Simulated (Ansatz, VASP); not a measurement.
**CdS: VASP beside Ansatz**

INCAR

```
SYSTEM = CdS
PREC = Accurate
ENCUT = 500
EDIFF = 1E-6
ISMEAR = 0
SIGMA = 0.01
LREAL = .False.
LASPH = .True.
NELM = 120
ALGO = Normal
ISIF = 2
LWAVE = .False.
LCHARG = .False.
GGA = PE
NBANDS = 26
GGA_COMPAT = .False.
```

KPOINTS

```
regular mesh
0
Gamma
  6 6 4
  0 0 0
```

File POSCAR:

```
CdS
1.0
    4.1500000000      0.0000000000      0.0000000000
   -2.0750000000      3.5940054257      0.0000000000
    0.0000000000      0.0000000000      6.7370000000
Cd S
2 2
Direct
    0.3333333333      0.6666666667      0.0000000000
    0.6666666667      0.3333333333      0.5000000000
    0.3333333333      0.6666666667      0.3750000000
    0.6666666667      0.3333333333      0.8750000000
```

Input for Ansatz:

```yaml
crystal:
  lattice:
    a: 4.15
    b: 4.15
    c: 6.737
    alpha: 90.0
    beta: 90.0
    gamma: 120.0
  space_group: 186
  atoms:
    - { symbol: Cd, position: [0.3333333333333333, 0.6666666666666666, 0.0] }
    - { symbol: S, position: [0.3333333333333333, 0.6666666666666666, 0.375] }
kpoints:
  mp_grid:
    grid: [6, 6, 4]
hamiltonian:
  xc: pbe
scf:
  occupations:
    method: fixed
output:
  eigenvalues: true
```

Alike in both runs: task single point; functional PBE; k mesh 6 × 6 × 4; no spin polarisation.

```csv
,VASP,Ansatz
version,VASP 6.6.1,Ansatz 0.2.0
potentials or method,"VASP PAW PBE potentials, release 64 (Cd, S)","plane waves, PAW"
plane-wave cutoff (eV),500,420
occupations,"gaussian, width 0.01 eV",fixed
valence electrons in the cell,36,52
```

|  | VASP | Ansatz | Ansatz less VASP |
| --- | --- | --- | --- |
| gap on the k mesh at the Fermi level (eV) | 1.20 | 1.20 | -0.003 |

VASP's potentials hold 36 valence electrons a cell and Ansatz's 52, so a difference there can come from the potentials and not from the codes.
